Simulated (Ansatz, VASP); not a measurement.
BaTe, level by level in two programs

```xyz
2
Lattice="0.0000 3.4326 3.4326 3.4326 0.0000 3.4326 3.4326 3.4326 0.0000" Properties=species:S:1:pos:R:3 pbc="T T T"
Ba    0.0000    0.0000    0.0000
Te    3.4326    3.4326    3.4326
```

Single points on this cell with VASP 6.6.1 and Ansatz 0.2.0. Each row is one pair of runs. Alike in all rows: spin: off; k mesh: 7 × 7 × 7; smearing: fermi-dirac, width 0.05 eV.

| level | VASP's potentials, cutoff | Ansatz's potentials, cutoff | gap on the k mesh at the Fermi level (eV), VASP | gap on the k mesh at the Fermi level (eV), Ansatz | least direct gap on the mesh (eV), VASP | least direct gap on the mesh (eV), Ansatz | pressure (GPa), VASP | pressure (GPa), Ansatz |
| --- | --- | --- | --- | --- | --- | --- | --- | --- |
| LDA | VASP PAW LDA potentials, release 64 (Ba_sv, Te), 520 eV | Ansatz PAW, 420 eV | 1.31 | 1.41 | 1.69 | 1.76 | 0.5 | 0.0 |
| PBE | VASP PAW PBE potentials, release 64 (Ba_sv, Te), 520 eV | Ansatz PAW, 420 eV | 1.43 | 1.53 | 1.81 | 1.87 | 3.4 | 3.0 |
| r2SCAN | VASP PAW PBE potentials, release 64 (Ba_sv, Te), 520 eV | Ansatz PAW, 500 eV | 1.79 | 1.88 | 2.18 | 2.23 | 3.6 | 3.1 |

Gap on the k mesh at the fermi level (eV): the two programs differ by at most 0.103; least direct gap on the mesh (eV): the two programs differ by at most 0.067; pressure (GPa): the two programs differ by at most 0.46.

VASP's potentials hold 16 valence electrons a cell and Ansatz's 26, so a difference there can come from the potentials and not from the codes.

Neither program's run includes spin-orbit coupling. Noted on Ansatz's runs: odd divisions of the mesh miss points on the zone boundary, where band edges often lie, so the gap on the mesh can be too wide.
